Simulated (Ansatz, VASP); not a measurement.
## One calculation of PbF2, two programs

File POSCAR:

```
PbF2
1.0
    0.0000000000      2.9458082836      2.9458082836
    2.9458082836      0.0000000000      2.9458082836
    2.9458082836      2.9458082836      0.0000000000
Pb F
1 2
Direct
    0.0000000000      0.0000000000      0.0000000000
    0.2500000000      0.2500000000      0.2500000000
    0.7500000000      0.7500000000      0.7500000000
```

INCAR.step1

```
SYSTEM = PbF2
ALGO = Normal ; EDIFF = 1E-5
ENCUT = 520 ; GGA = PE
ISIF = 2 ; ISMEAR = 0
LASPH = .True. ; LCHARG = .False.
LREAL = .False. ; LWAVE = .True.
NBANDS = 21 ; NELM = 80
PREC = Accurate ; SIGMA = 0.01
```

The input INCAR.step2:

```
SYSTEM = PbF2
AEXX = 1.0 ; AGGAC = 1.0
ALDAC = 1.0 ; ALGO = Normal
EDIFF = 1E-6 ; ENCUT = 520
GGA = PE ; HFSCREEN = 0.3
ISIF = 2 ; ISMEAR = 0
ISTART = 1 ; LASPH = .True.
LCHARG = .False. ; LHFCALC = .True.
LREAL = .False. ; LWAVE = .False.
NBANDS = 21 ; NELM = 80
PREC = Accurate ; PRECFOCK = Normal
SIGMA = 0.01
```

KPOINTS

```
k-points
0
Gamma
  4 4 4
  0 0 0
```

Input for Ansatz:

```yaml
crystal:
  lattice:
    - [0.0, 2.9458082836, 2.9458082836]
    - [2.9458082836, 0.0, 2.9458082836]
    - [2.9458082836, 2.9458082836, 0.0]
  atoms:
    - { symbol: Pb, position: [0.0, 0.0, 0.0] }
    - { symbol: F, position: [0.25, 0.25, 0.25] }
    - { symbol: F, position: [0.75, 0.75, 0.75] }
kpoints:
  mp_grid: { grid: [4, 4, 4] }
hamiltonian:
  xc: { exchange: pbe, correlation: pbe, exx: { coeff: 1.0, omega: 0.3 } }
scf:
  occupations: { method: fixed }
  n_extra_bands: 4
output:
  forces: true
  stress: true
  eigenvalues: true
```

Alike in both runs: task single point; functional PBE-based screened hybrid with a share of 1.0 of exact exchange and HFSCREEN = 0.3; k mesh 4 × 4 × 4; no spin polarisation.

|  | VASP | Ansatz |
| --- | --- | --- |
| version | VASP 6.6.1 | Ansatz 0.2.0 |
| potentials or method | VASP PAW PBE potentials, release 64 (Pb_d, F) | plane waves |
| plane-wave cutoff (eV) | 520 | 420 |
| occupations | gaussian, width 0.01 eV | fixed |
| valence electrons in the cell | 28 | 28 |

VASP gave:

| Item | Value |
| --- | --- |
| gap on the k mesh at the Fermi level (eV) | 8.64 |
| pressure (GPa) | -1.5 |

Estimate Ansatz's values.

gap on the k mesh at the Fermi level (eV): 8.64; pressure (GPa): -1.6.

VASP's potentials were made for PBE, not for PBE-based screened hybrid. Ansatz's warnings: stress exchange threshold loose, stress scf threshold loose.

The k mesh is coarse, so the values compare programs but aren't converged. Spin-orbit coupling is off throughout.
